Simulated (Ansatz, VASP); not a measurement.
**Two plane-wave programs on Cd**

Contents of INCAR:

```
PREC = Accurate
ENCUT = 520
EDIFF = 1E-7
ISMEAR = -1
SIGMA = 0.1
LREAL = False
LASPH = True
NELM = 100
ALGO = Normal
ISIF = 2
LWAVE = False
LCHARG = False
GGA = RP
NBANDS = 19
```

File KPOINTS:

```
regular mesh
0
Gamma
  9 9 9
```

Contents of POSCAR:

```
Cd
1.0
    0.0000000000      3.4882640211      3.4882640211
    3.4882640211      0.0000000000      3.4882640211
    3.4882640211      3.4882640211      0.0000000000
Cd
2
Direct
    0.1250000000      0.1250000000      0.1250000000
    0.8750000000      0.8750000000      0.8750000000
```

Input for Ansatz:

```yaml
crystal:
  lattice:
    - [0.0, 3.4882640211, 3.4882640211]
    - [3.4882640211, 0.0, 3.4882640211]
    - [3.4882640211, 3.4882640211, 0.0]
  atoms:
    - { symbol: Cd, position: [0.125, 0.125, 0.125] }
    - { symbol: Cd, position: [0.875, 0.875, 0.875] }
hamiltonian:
  xc: rpbe
  pseudopotentials:
    kind: paw
    azcp:
      Cd: "pseudopotentials/Cd.paw.azcp"
basis:
  ecutwfc: 420
  fft_grid_basis: typed
kpoints:
  mp_grid: { grid: [9, 9, 9], shift: [0, 0, 0] }
magnetization:
  spin_polarized: false
scf:
  occupations: { method: fermi_dirac, width: 0.1 }
  lower_state_search: "off"
output:
  stress: true
  write_density: true
  write_potential: true
  elf: true
  volumetric_format: npy
```

Alike in both runs: task single point; functional RPBE; k mesh 9 × 9 × 9; occupations fermi-dirac, width 0.1 eV; no spin polarisation.

|  | VASP | Ansatz |
| --- | --- | --- |
| version | VASP 6.6.1 | Ansatz 0.2.0 |
| potentials or method | VASP PAW PBE potentials, release 64 (Cd), cutoff 520 eV | plane waves (420 eV) with PAW, scalar-relativistic |
| valence electrons in the cell | 24 | 40 |

|  | VASP | Ansatz | Ansatz less VASP |
| --- | --- | --- | --- |
| pressure (GPa) | 0.1 | 0.0 | -0.07 |

VASP's potentials were made for PBE, not for RPBE. VASP's potentials hold 24 valence electrons a cell and Ansatz's 40, so a difference there can come from the potentials and not from the codes.
